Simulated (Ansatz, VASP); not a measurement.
**One calculation of Hf, two programs**

```
Hf
1.0
     2.91556    0.00000    0.00000
     0.00000    2.91556    0.00000
     0.00000    0.00000    2.91556
Hf
1
Direct
  0.00000 0.00000 0.00000
```

Alike in both runs: task single point; functional BLYP; k mesh 12 × 12 × 12; occupations fermi-dirac, width 0.1 eV; no spin polarisation.

|  | VASP | Ansatz |
| --- | --- | --- |
| version | VASP 6.6.1 | Ansatz 0.2.0 |
| potentials or method | VASP PAW PBE potentials, release 64 (Hf_pv), cutoff 520 eV | plane waves (420 eV) with PAW, scalar-relativistic |
| valence electrons in the cell | 10 | 26 |

|  | VASP | Ansatz | Ansatz less VASP |
| --- | --- | --- | --- |
| pressure (GPa) | 3.1 | 3.1 | 0.00 |

VASP's potentials were made for PBE, not for BLYP. VASP's potentials hold 10 valence electrons a cell and Ansatz's 26, so a difference there can come from the potentials and not from the codes.

Spin-orbit coupling is off throughout.
